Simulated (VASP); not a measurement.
# Os (P2_1/m) in VASP: single point with PBE

Aim: the single point of Os with PBE.

Program: VASP 6.6.1. These are calculated values, not measurements. Logs are shortened: lines on timing, memory, paths and dates and some standing lists are left out, and cuts for length are marked.

### Step 1. The cell of the first run

Symmetry: P2_1/m, No. 11, monoclinic system. Conventional cell: a = 2.734 Å, b = 4.320 Å, c = 2.734 Å, α = 90.00°, β = 120.00°, γ = 90.00°. Within 3.3 Å of Os (site symmetry m) lie 12 Os at 2.52 to 2.81 Å.

### Step 2. Single point, PBE (atom 1 (Os) moved by (-0.300, +0.000) A along [1 1 0] and z)

INCAR reads:

```
SYSTEM = Os
  ALGO = Fast
  EDIFF = 1E-7
  ENCUT = 520
  GGA = PE
  ISIF = 2
  ISMEAR = 0
  LASPH = .True.
  LCHARG = .False.
  LREAL = .False.
  LWAVE = .False.
  NBANDS = 15
  NELM = 60
  PREC = Accurate
  SIGMA = 0.15
```

KPOINTS reads:

```
k-points
0
Gamma
  18 18 12
  0 0 0
```

POSCAR reads:

```
Os
1.0
    2.7340999755      0.0000000000      0.0000000000
   -1.3670499878      2.3678000353      0.0000000000
    0.0000000000      0.0000000000      4.3197000000
Os
2
Direct
    0.2109506390      0.5770763165      0.2500000000
    0.6666666667      0.3333333333      0.7500000000
```

Potentials or basis: VASP PAW PBE potentials, release 64 (Os).

Started as:

```sh
$ cat potpaw_PBE.64/Os/POTCAR > POTCAR
$ mpirun -np 1 vasp_std > vasp.out
```

OUTCAR:

```text
SYSTEM = Os
   EDIFF = 1E-7
   ENCUT = 520
   GGA = PE
   ISIF = 2
   ISMEAR = 0
   LASPH = .True.
   LREAL = .False.
   NELM = 60
   PREC = Accurate

 ion  position               nearest neighbor table
   1  0.211  0.577  0.250-   2 2.52   2 2.52   2 2.74   2 2.74   2 2.81   2 2.81
   2  0.667  0.333  0.750-   1 2.52   1 2.52   1 2.74   1 2.74   1 2.81   1 2.81

  LATTYP: Found a hexagonal cell.
 ALAT       =     2.7340999755
 C/A-ratio  =     1.5799349105

  Lattice vectors:

 A1 = (   2.7340999755,   0.0000000000,   0.0000000000)
 A2 = (  -1.3670499878,   2.3678000353,   0.0000000000)
 A3 = (   0.0000000000,   0.0000000000,   4.3197000000)

Analysis of symmetry for initial positions (statically):
=====================================================================
 Subroutine PRICEL returns:
 Original cell was already a primitive cell.

 Routine SETGRP: Setting up the symmetry group for a
 hexagonal supercell.

 Subroutine GETGRP returns: Found  4 space group operations
 (whereof  1 operations were pure point group operations)
 out of a pool of 24 trial point group operations.

The static configuration has the point symmetry C_1 .
 The point group associated with its full space group is C_2h.

Analysis of symmetry for dynamics (positions and initial velocities):
=====================================================================
 Subroutine PRICEL returns:
 Original cell was already a primitive cell.

 Routine SETGRP: Setting up the symmetry group for a
 hexagonal supercell.

 Subroutine GETGRP returns: Found  4 space group operations
 (whereof  1 operations were pure point group operations)
 out of a pool of 24 trial point group operations.

The dynamic configuration has the point symmetry C_1 .
 The point group associated with its full space group is C_2h.

 Subroutine INISYM returns: Found  4 space group operations
 (whereof  1 operations are pure point group operations),
 and found     1 'primitive' translations

----------------------------------------------------------------------------------------

                                     Primitive cell

  volume of cell :      27.9649

  direct lattice vectors                    reciprocal lattice vectors
     2.734099975  0.000000000  0.000000000     0.365751073  0.211166481  0.000000000
    -1.367049988  2.367800035  0.000000000     0.000000000  0.422332961  0.000000000
     0.000000000  0.000000000  4.319700000     0.000000000  0.000000000  0.231497558

  length of vectors
     2.734099975  2.734099976  4.319700000     0.422332961  0.422332961  0.231497558

  position of ions in fractional coordinates (direct lattice)
     0.210950639  0.577076316  0.250000000
     0.666666667  0.333333333  0.750000000

  ion indices of the primitive-cell ions
   primitive index   ion index
                 1           1
                 2           2

----------------------------------------------------------------------------------------

 KPOINTS: k-points

Automatic generation of k-mesh.
 Grid dimensions read from file:
 generate k-points for:   18   18   12

 Generating k-lattice:

  Cartesian coordinates                     Fractional coordinates (reciprocal lattice)
     0.020319504  0.011731471  0.000000000     0.055555556  0.000000000  0.000000000
     0.000000000  0.023462942  0.000000000     0.000000000  0.055555556  0.000000000
     0.000000000  0.000000000  0.019291463     0.000000000  0.000000000  0.083333333

  Length of vectors
     0.023462942  0.023462942  0.019291463

  Shift w.r.t. Gamma in fractional coordinates (k-lattice)
     0.000000000  0.000000000  0.000000000

 Subroutine IBZKPT returns following result:
 ===========================================

 Found   1148 irreducible k-points:

 Following reciprocal coordinates:
            Coordinates               Weight
  0.000000  0.000000  0.000000      1.000000
  0.055556  0.000000  0.000000      2.000000
  0.000000  0.055556  0.000000      2.000000
 -0.055556  0.055556  0.000000      2.000000
  0.111111  0.000000  0.000000      2.000000
  0.000000  0.111111  0.000000      2.000000
[... 16 lines left out ...]
  0.444444  0.000000  0.000000      2.000000
  0.000000  0.444444  0.000000      2.000000
 [... further k-points ...]
   k-points           NKPTS =   1148   k-points in BZ     NKDIM =   1148   number of bands    NBANDS=     15
   number of dos      NEDOS =    301   number of ions     NIONS =      2
   total plane-waves  NPLWV =  12800
   dimension x,y,z NGX =    20 NGY =   20 NGZ =   32
   dimension x,y,z NGXF=    40 NGYF=   40 NGZF=   64
   ions per type =               2
   NGX,Y,Z   is equivalent  to a cutoff of  12.16, 12.16, 12.32 a.u.
   NGXF,Y,Z  is equivalent  to a cutoff of  24.32, 24.32, 24.63 a.u.
 SYSTEM =  Os
   PREC   = accura    normal or accurate (medium, high low for compatibility)
   ISTART =      0    job   : 0-new  1-cont  2-samecut
   ICHARG =      2    charge: 1-file 2-atom 10-const
   ISPIN  =      1    spin polarized calculation?
   LNONCOLLINEAR =      F non collinear calculations
   LSORBIT =      F    spin-orbit coupling
   LASPH  =      T    aspherical Exc in radial PAW
   ENCUT  =  520.0 eV  38.22 Ry    6.18 a.u.   5.08  5.08  8.03*2*pi/ulx,y,z
   NELM   =     60;   NELMIN=  2; NELMDL= -5     # of ELM steps
   EDIFF  = 0.1E-06   stopping-criterion for ELM
   LREAL  =      F    real-space projection
   EDIFFG = 0.1E-05   stopping-criterion for IOM
   NSW    =      0    number of steps for IOM
   IBRION =     -1    ionic relax: 0-MD 1-quasi-New 2-CG
   NFREE  =      0    steps in history (QN), initial steepest desc. (CG)
   ISIF   =      2    stress and relaxation
   ISYM   =      2    0-nonsym 1-usesym 2-fastsym
   POTIM  = 0.5000    time-step for ionic-motion
   TEBEG  =    0.0;   TEEND  =   0.0 temperature during run
   PSTRESS=    0.0 pullay stress
   NELECT =      16.0000    total number of electrons
   NUPDOWN=      -1.0000    fix difference up-down
   EMIN   =  10.00;   EMAX   =-10.00  energy-range for DOS
   EFERMI =   0.00;   METHOD = LEGACY
   ISMEAR =     0;   SIGMA  =   0.15  broadening in eV -4-tet -1-fermi 0-gaus
   EFERMI_NEDOS =   21; number of points for ismear=-14 and -15
   IALGO  =     68    algorithm
   IMIX   =      4    mixing-type and parameters
     AMIX     =   0.40;   BMIX     =  1.00
     AMIX_MAG =   1.60;   BMIX_MAG =  1.00
  volume/ion in A,a.u.               =      13.98        94.36
  Fermi-wavevector in a.u.,A,eV,Ry     =   1.359076  2.568282 25.131162  1.847088
  Thomas-Fermi vector in A             =   2.485855
   LORBIT       =      0    0 simple, 1 ext, 2 COOP (PROOUT), +10 PAW based schemes
   GGA     = PE    functional components
   LHFCALC =     F    Hartree Fock is set to
   AEXX    =    0.0000 exact exchange contribution
   IVDW    =     0    specifies the selected vdW correction
   LEPSILON=     F    determine dielectric tensor
   LRPA    =     F    only Hartree local field effects (RPA)
 non-spin polarized calculation
 RMM-DIIS sequential band-by-band and
 Gauss-broadening in eV      SIGMA  =   0.15
  energy-cutoff  :      520.00
  volume of cell :       27.96
 maximum number of plane-waves:       770
   NGX = 11   NGY = 11   NGZ = 17

 number of electron      15.9999999 magnetization

 Free energy of the ion-electron system (eV)
  ---------------------------------------------------
  ext. energy  EPLUGINS =         0.00000000
  ---------------------------------------------------
  free energy    TOTEN  =       -22.08600244 eV

  energy without entropy =      -22.07027881  energy(sigma->0) =      -22.07814062

 E-fermi :   9.5578     XC(G=0): -14.0486

 val. band max:        9.5568397384   @ k =   0.1111   0.1667  -0.1667
 cond. band min:       9.5601623346   @ k =   0.0000   0.5000   0.1667
 fundamental gap:      0.0033225962
 Fermi energy:         9.5578322195

 k-point     1 :       0.0000    0.0000    0.0000
  band No.  band energies     occupation
      1      -1.4596      2.00000
      2       1.7371      2.00000
      3       5.9734      2.00000
      4       6.3371      2.00000
      5       6.7267      2.00000
      6       7.0072      2.00000
      7       7.1982      2.00000
      8       7.9341      2.00000
      9       9.1549      1.99985
     10       9.5334      1.18204
     11       9.8290      0.01056
     12      12.0859      0.00000
     13      18.7917      0.00000
     14      23.4075      0.00000
     15      26.2897      0.00000

 k-point     2 :       0.0556    0.0000    0.0000
  band No.  band energies     occupation
      1      -1.3322      2.00000
      2       1.8613      2.00000
      3       5.8052      2.00000
      4       6.4107      2.00000
      5       6.8219      2.00000
      6       7.1089      2.00000
      7       7.1155      2.00000
      8       7.9141      2.00000
      9       8.8290      2.00000
     10       9.0505      2.00000
     11      10.1339      0.00000
     12      12.6806      0.00000
     13      18.7621      0.00000
     14      23.6298      0.00000
     15      26.5030      0.00000

 k-point     3 :       0.0000    0.0556    0.0000
  band No.  band energies     occupation
      1      -1.3358      2.00000
      2       1.8403      2.00000
      3       5.9053      2.00000
      4       6.4556      2.00000
      5       6.7227      2.00000
      6       7.0154      2.00000
      7       7.1149      2.00000
      8       7.9865      2.00000
      9       8.3788      2.00000
     10       9.1810      1.99962
     11      10.8816      0.00000
     12      12.2330      0.00000
     13      18.7825      0.00000
     14      23.6861      0.00000
     15      26.4055      0.00000
[... 343 lines left out ...]
 k-point    23 :       0.4444    0.0000    0.0000
  band No.  band energies     occupation
      1       2.3692      2.00000
      2       3.0629      2.00000
      3       3.9609      2.00000
      4       5.5822      2.00000
      5       5.6335      2.00000
      6       6.2274      2.00000
      7       7.3218      2.00000
      8      11.1160      0.00000
      9      11.9340      0.00000
     10      12.0570      0.00000
     11      12.8517      0.00000
     12      16.3816      0.00000
     13      18.9657      0.00000
     14      21.6583      0.00000
     15      22.2326      0.00000

 k-point    24 :       0.0000    0.4444    0.0000
  band No.  band energies     occupation
      1       1.9815      2.00000
      2       2.3517      2.00000
      3       2.6457      2.00000
      4       5.9426      2.00000
      5       6.8768      2.00000
      6       7.4410      2.00000
      7       8.0710      2.00000
      8      11.3915      0.00000
      9      11.7363      0.00000
     10      11.8827      0.00000
     11      12.5076      0.00000
     12      16.6482      0.00000
     13      17.9551      0.00000
     14      19.4589      0.00000
     15      22.1520      0.00000

 [... further k-points ...]

------------------------ aborting loop because EDIFF is reached ----------------------------------------

  FORCE on cell =-STRESS in cart. coord.  units (eV):
  Direction    XX          YY          ZZ          XY          YZ          ZX
  --------------------------------------------------------------------------------------
  -------------------------------------------------------------------------------------
  Total        2.5518959      1.1631497      4.0802171      0.5574722      0.0000000      0.0000000
  in kB      146.2044322     66.6397229    233.7657371     31.9389626      0.0000000      0.0000000
  external PRESSURE =     148.8699641 kB  Pullay stress =       0.0000000 kB

 VOLUME and BASIS-vectors are now :
 -----------------------------------------------------------------------------
  energy-cutoff  :      520.00
  volume of cell :       27.96
      direct lattice vectors                 reciprocal lattice vectors
     2.734099975  0.000000000  0.000000000     0.365751073  0.211166481  0.000000000
    -1.367049988  2.367800035  0.000000000     0.000000000  0.422332961  0.000000000
     0.000000000  0.000000000  4.319700000     0.000000000  0.000000000  0.231497558

 POSITION                                       TOTAL-FORCE (eV/Angst)
 -----------------------------------------------------------------------------------
     -0.21213      1.36640      1.07993         1.668390      1.958641      0.000000
      1.36705      0.78927      3.23977        -1.668390     -1.958641      0.000000
 -----------------------------------------------------------------------------------
    total drift:                                0.000001     -0.000000      0.000000

  FREE ENERGIE OF THE ION-ELECTRON SYSTEM (eV)
  ---------------------------------------------------
  free  energy   TOTEN  =       -22.0860024374 eV

  energy  without entropy=      -22.0702788096  energy(sigma->0) =      -22.07814062
```

Run time: 9.1 min. Hardware: 1 thread of Intel Xeon 8259CL, shared host; peak memory 0.5 GiB.

Results:

* Free energy: -22.0860 eV
* Pressure: 14.9 GPa
* Largest force: 2.573 eV/Å
* Band gap on the k mesh: zero (bands 8 and 9 overlap by 3.89 eV)

Forces on the atoms (eV/Å):
```
Os   1.668  1.959  0.000
Os  -1.668 -1.959  0.000
```

Caveat: the cell differs from its parent crystal (atom 1 (Os) moved by (-0.300, +0.000) A along [1 1 0] and z); the cell stands under pressure; spin-orbit coupling is left out, which moves the levels of the heavy elements; forces of over 1 eV/Å act on the atoms, so gaps and moduli don't describe the material at rest.
